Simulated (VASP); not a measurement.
# PbSe (P4/nmm) in VASP: further runs, part 2 of 2

VASP 6.6.1. Earlier steps stand in the parts before.

## (5) Single point, PBE (atoms taken out)

INCAR reads:

```
SYSTEM = PbSe
PREC = Accurate ; ENCUT = 520
EDIFF = 1E-7 ; ISMEAR = 0
SIGMA = 0.02 ; LREAL = .False.
LASPH = .True. ; NELM = 80
ALGO = Normal ; ISIF = 2
LWAVE = .False. ; LCHARG = .False.
GGA = PE ; NBANDS = 28
```

KPOINTS reads:

```
regular mesh
0
Gamma
  6 6 6
  0 0 0
```

POSCAR reads:

```
PbSe
1.0
    5.3515043033      0.0000000000      0.0000000000
    0.0000000000      5.3515043033      0.0000000000
    0.0000000000      0.0000000000      4.2233452461
Pb Se
2 2
Direct
    0.5000000000      0.0000000000      0.6822417172
    0.0000000000      0.5000000000      0.3177582828
    0.0000000000      0.0000000000      0.0000000000
    0.5000000000      0.5000000000      0.0000000000
```

Potentials or basis: VASP PAW PBE potentials, release 64 (Pb_d, Se).

Run with:

```console
cat potpaw_PBE.64/Pb_d/POTCAR potpaw_PBE.64/Se/POTCAR > POTCAR
mpirun -np 1 vasp_std > vasp.out
```

OUTCAR:

```text
SYSTEM = PbSe
   PREC = Accurate
   ENCUT = 520
   EDIFF = 1E-7
   ISMEAR = 0
   LREAL = .False.
   LASPH = .True.
   NELM = 80
   ISIF = 2
   GGA = PE

 ion  position               nearest neighbor table
   1  0.500  0.000  0.682-   3 2.99   4 2.99   4 2.99   3 2.99   2 4.09   2 4.09   2 4.09   2 4.09

   2  0.000  0.500  0.318-   3 2.99   4 2.99   3 2.99   4 2.99   1 4.09   1 4.09   1 4.09   1 4.09

   3  0.000  0.000  0.000-   1 2.99   2 2.99   2 2.99   1 2.99
   4  0.500  0.500  0.000-   1 2.99   2 2.99   1 2.99   2 2.99

  LATTYP: Found a simple tetragonal cell.
 ALAT       =     5.3515043033
 C/A-ratio  =     0.7891884238

  Lattice vectors:

 A1 = (   5.3515043033,   0.0000000000,   0.0000000000)
 A2 = (   0.0000000000,   5.3515043033,   0.0000000000)
 A3 = (   0.0000000000,   0.0000000000,   4.2233452461)

Analysis of symmetry for initial positions (statically):
=====================================================================
 Subroutine PRICEL returns:
 Original cell was already a primitive cell.

 Routine SETGRP: Setting up the symmetry group for a
 simple tetragonal supercell.

 Subroutine GETGRP returns: Found 16 space group operations
 (whereof  8 operations were pure point group operations)
 out of a pool of 16 trial point group operations.

The static configuration has the point symmetry D_2d.
 The point group associated with its full space group is D_4h.

Analysis of symmetry for dynamics (positions and initial velocities):
=====================================================================
 Subroutine PRICEL returns:
 Original cell was already a primitive cell.

 Routine SETGRP: Setting up the symmetry group for a
 simple tetragonal supercell.

 Subroutine GETGRP returns: Found 16 space group operations
 (whereof  8 operations were pure point group operations)
 out of a pool of 16 trial point group operations.

The dynamic configuration has the point symmetry D_2d.
 The point group associated with its full space group is D_4h.

 Subroutine INISYM returns: Found 16 space group operations
[... 121 lines left out ...]
     AMIX_MAG =   1.60;   BMIX_MAG =  1.00
  volume/ion in A,a.u.               =      30.24       204.05
  Fermi-wavevector in a.u.,A,eV,Ry     =   1.132119  2.139395 17.438495  1.281693
  Thomas-Fermi vector in A             =   2.268819
   LORBIT       =      0    0 simple, 1 ext, 2 COOP (PROOUT), +10 PAW based schemes
   GGA     = PE    functional components
   LHFCALC =     F    Hartree Fock is set to
   AEXX    =    0.0000 exact exchange contribution
   IVDW    =     0    specifies the selected vdW correction
   LEPSILON=     F    determine dielectric tensor
   LRPA    =     F    only Hartree local field effects (RPA)
 non-spin polarized calculation
 Gauss-broadening in eV      SIGMA  =   0.02
  energy-cutoff  :      520.00
  volume of cell :      120.95
 maximum number of plane-waves:      3280
 NGX is ok and might be reduce to    40
   NGX = 19   NGY = 19   NGZ = 15

 number of electron      40.0000010 magnetization

 Free energy of the ion-electron system (eV)
  ---------------------------------------------------
  ext. energy  EPLUGINS =         0.00000000
  ---------------------------------------------------
  free energy    TOTEN  =       -15.70716872 eV

  energy without entropy =      -15.70716872  energy(sigma->0) =      -15.70716872

 E-fermi :   4.3221     XC(G=0):  -9.3123

 val. band max:        4.1696301407   @ k =   0.5000   0.5000   0.5000
 cond. band min:       4.6427444220   @ k =   0.1667   0.1667   0.3333
 fundamental gap:      0.4731142812
 Fermi energy:         4.3220646552

 k-point     1 :       0.0000    0.0000    0.0000
  band No.  band energies     occupation
      1     -12.4852      2.00000
      2     -12.4725      2.00000
      3     -12.4645      2.00000
      4     -12.4446      2.00000
      5     -12.4446      2.00000
      6     -12.4291      2.00000
[... 733 lines left out ...]
     27      13.0365      0.00000
     28      13.0367      0.00000

 [... further k-points ...]

------------------------ aborting loop because EDIFF is reached ----------------------------------------

  FORCE on cell =-STRESS in cart. coord.  units (eV):
  Direction    XX          YY          ZZ          XY          YZ          ZX
  --------------------------------------------------------------------------------------
  -------------------------------------------------------------------------------------
  Total        0.0026869      0.0026869     -0.0167619      0.0000000      0.0000000      0.0000000
  in kB        0.0355919      0.0355919     -0.2220374      0.0000000      0.0000000      0.0000000
  external PRESSURE =      -0.0502845 kB  Pullay stress =       0.0000000 kB

 VOLUME and BASIS-vectors are now :
 -----------------------------------------------------------------------------
  energy-cutoff  :      520.00
  volume of cell :      120.95
      direct lattice vectors                 reciprocal lattice vectors
     5.351504303  0.000000000  0.000000000     0.186863346  0.000000000  0.000000000
     0.000000000  5.351504303  0.000000000     0.000000000  0.186863346  0.000000000
     0.000000000  0.000000000  4.223345246     0.000000000  0.000000000  0.236779127

 POSITION                                       TOTAL-FORCE (eV/Angst)
 -----------------------------------------------------------------------------------
      2.67575      0.00000      2.88134         0.000000      0.000000     -0.004736
      0.00000      2.67575      1.34200        -0.000000     -0.000000      0.004736
      0.00000      0.00000      0.00000        -0.000000      0.000000      0.000000
      2.67575      2.67575      0.00000        -0.000000     -0.000000      0.000000
 -----------------------------------------------------------------------------------
    total drift:                               -0.000000      0.000000      0.000000

  FREE ENERGIE OF THE ION-ELECTRON SYSTEM (eV)
  ---------------------------------------------------
  free  energy   TOTEN  =       -15.7071687239 eV

  energy  without entropy=      -15.7071687239  energy(sigma->0) =      -15.70716872
```

stdout:

```text
POSCAR found type information on POSCAR PbSe
 POSCAR found :  2 types and       4 ions
 scaLAPACK will be used
 LDA part: xc-table for (Slater+PW92), standard interpolation
 POSCAR, INCAR and KPOINTS ok, starting setup
 FFT: planning ... GRIDC
 FFT: planning ... GRID_SOFT
 FFT: planning ... GRID
 WAVECAR not read
 entering main loop
```

Run time: 2.4 min. Hardware: 1 thread of Intel Xeon 8259CL, shared host; peak memory 0.29 GiB.

Results:

| Quantity | Value |
| --- | --- |
| Free energy | -15.7072 eV |
| Pressure | 0.0 GPa |
| Largest force | 0.005 eV/Å |
| Band gap on the k mesh | 0.47 eV (least direct gap 0.86 eV) |

Forces on the atoms (eV/Å):
```
Pb   0.000  0.000 -0.005
Pb   0.000  0.000  0.005
Se   0.000  0.000  0.000
Se   0.000  0.000  0.000
```

Caveat: the cell differs from its parent crystal (atoms taken out); spin-orbit coupling is left out, which moves the levels of the heavy elements. A k mesh can miss the band edges.

## (6) The runs side by side

```csv
task,cell,k mesh,cutoff (eV),smearing,gap on the mesh (eV),pressure (GPa),largest force (eV/Å)
relaxation of cell and atoms,"relaxed from a = 5.341, b = 5.341, c = 4.315 Å, 4 atoms, atomic positions A",6 × 6 × 6,600,gaussian 0.02 eV,0.48,0.0,0.01
single point,"a = 5.341, b = 5.341, c = 4.315 Å, 4 atoms, atomic positions A",4 × 4 × 4,520,gaussian 0.1 eV,0.83,0.0,0.02
single point,"a = 4.997, b = 4.997, c = 7.067 Å, 4 atoms, atomic positions B",4 × 4 × 4,520,gaussian 0.1 eV,none,-2.3,1.60
single point,"a = 5.352, b = 5.352, c = 4.223 Å, 4 atoms, atomic positions C",6 × 6 × 6,520,gaussian 0.02 eV,0.47,0.0,-
```

Alike in all rows: level PBE; potentials or basis VASP PAW PBE potentials, release 64 (Pb_d, Se); no spin polarisation.

Caveats: spin-orbit coupling is left out, which moves the levels of the heavy elements; semilocal functionals underestimate gaps, so a narrow gap can read as zero (at least some runs); forces of over 1 eV/Å act on the atoms, so gaps and moduli don't describe the material at rest (at least some runs).

Total energies depend on the potentials used, so only differences within one code and one set of settings carry meaning.
